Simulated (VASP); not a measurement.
Wanted: the native input for a VASP 6.6.1 run.

| Item | Value |
| --- | --- |
| Task | single point |
| Functional | LDA |
| Potentials or basis | VASP PAW LDA potentials, release 64 (Ti_sv, C) |
| Cutoff | 520 eV |
| k mesh | 11 × 11 × 1 |
| Occupations | fermi-dirac, width 0.08 eV |
| Spin | no spin polarisation |
| Dipole correction | yes |
| Further INCAR settings | ALGO = Normal; EDIFF = 1e-07; NBANDS = 33 |

The structure of TiC lies in POSCAR:

```
TiC
1.0
    3.0129104802      0.0000000000      0.0000000000
    0.0000000000      3.0129104802      0.0000000000
    0.0000000000      0.0000000000     20.2609000000
Ti C
3 3
Direct
    0.2500000000      0.2500000000      0.3984135269
    0.7500000000      0.7500000000      0.5000000019
    0.2500000000      0.2500000000      0.6015864721
    0.7500000000      0.7500000000      0.3939089911
    0.2500000000      0.2500000000      0.4999999982
    0.7500000000      0.7500000000      0.6060910097
```

The input as run:

INCAR

```
  ALGO = Normal
  DIPOL = 0.5 0.5 0.500
  EDIFF = 1E-7
  ENCUT = 520
  GGA = CA
  IDIPOL = 3
  ISIF = 2
  ISMEAR = -1
  LASPH = T
  LCHARG = F
  LDIPOL = T
  LREAL = F
  LWAVE = F
  NBANDS = 33
  NELM = 100
  PREC = Accurate
  SIGMA = 0.08
```

KPOINTS

```
k-points
0
Gamma
  11 11 1
```

Potentials or basis: VASP PAW LDA potentials, release 64 (Ti_sv, C).

Launch:

```bash
$ cat potpaw_LDA.64/Ti_sv/POTCAR potpaw_LDA.64/C/POTCAR > POTCAR
$ mpirun -np 1 vasp_std > vasp.out
```

Results of the run:

```json
{
  "Largest force": "0.028 eV/Å",
  "Band gap on the k mesh": "zero (bands 24 and 25 overlap by 0.83 eV)"
}
```

Run time: 120 s on 1 thread of Intel(R) Xeon(R) 6975P-C (Granite Rapids), on a shared host, peak memory 0.28 GiB.
